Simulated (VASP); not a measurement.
TiO2, 6 atoms in the cell. Symmetry: I4_1/amd, No. 141, tetragonal system. The conventional cell has a = 3.807 Å, b = 3.807 Å, c = 9.515 Å, α = 90.00°, β = 90.00°, γ = 90.00°. Ti (site symmetry -4m2) has 6 O at 1.95 to 1.97 Å within 2.6 Å. Within 2.6 Å of O (site symmetry 2mm) lie 3 Ti at 1.95 to 1.97 Å and 2 O at 2.46 Å. 

```yaml
Program: VASP 6.6.1
Task: single point
Functional: LDA
Potentials_or_basis: VASP PAW LDA potentials, release 64 (Ti_sv, O)
Cutoff: 520 eV
k_mesh: 6 × 6 × 6
Occupations: gaussian, width 0.01 eV
Spin: no spin polarisation
Dipole_correction: no
Further_INCAR_settings: ALGO = Normal; EDIFF = 1e-06; NBANDS = 33
```

Potentials or basis: VASP PAW LDA potentials, release 64 (Ti_sv, O).

The run is started by

```console
$ cat potpaw_LDA.64/Ti_sv/POTCAR potpaw_LDA.64/O/POTCAR > POTCAR
$ mpirun -np 1 vasp_std > vasp.out
```

Hardware: 1 thread of Intel(R) Xeon(R) Platinum 8559C (Emerald Rapids), with other jobs on the host.

Task: How long does it take, and how much memory?

Result: It took 65 s on 1 thread of Intel(R) Xeon(R) Platinum 8559C (Emerald Rapids), with other jobs on the host, peak memory 0.23 GiB. Counts: scf iterations 16, k points 30.
